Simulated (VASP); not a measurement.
A run of VASP 6.6.1 is set up as follows.

The input INCAR:

```
PREC = Accurate ; ENCUT = 600
EDIFF = 1E-6 ; ISMEAR = 0
SIGMA = 0.02 ; LREAL = False
LASPH = True ; NELM = 100
ALGO = Normal ; ISIF = 3
LWAVE = False ; LCHARG = False
GGA = PE ; IBRION = 2
NSW = 100 ; EDIFFG = -0.005
```

File KPOINTS:

```
regular mesh
0
Gamma
  12 12 4
```

Contents of POSCAR:

```
MgO
1.0
    3.2200090000      0.0000000000      0.0000000000
   -1.6100050000      2.7886100000      0.0000000000
    0.0000000000      0.0000000000      5.2582530000
Mg O
2 2
Direct
    0.0000000000      0.0000000000      0.0000000000
    0.3333333300      0.6666666700      0.5000000000
    0.0000000000      0.0000000000      0.3750000000
    0.3333333300      0.6666666700      0.8750000000
```

Potentials or basis: VASP PAW PBE potentials, release 64 (Mg, O).

Command:

```console
$ cat potpaw_PBE.64/Mg/POTCAR potpaw_PBE.64/O/POTCAR > POTCAR
$ mpirun -np 1 vasp_std > vasp.out
```

(1) Estimate the relaxed volume.

(2) What does it give for the relaxed cell?

(3) What does it give for the band gap on the k mesh?

(4) Predict the space group after relaxing (to 0.1 Å).

## Answers

(1) 12.12 Å³/atom.

(2) a = 3.311 Å, b = 3.311 Å, c = 5.108 Å, α = 90.00°, β = 90.00°, γ = 120.00°.

(3) 3.42 eV.

(4) P6_3mc (No. 186).
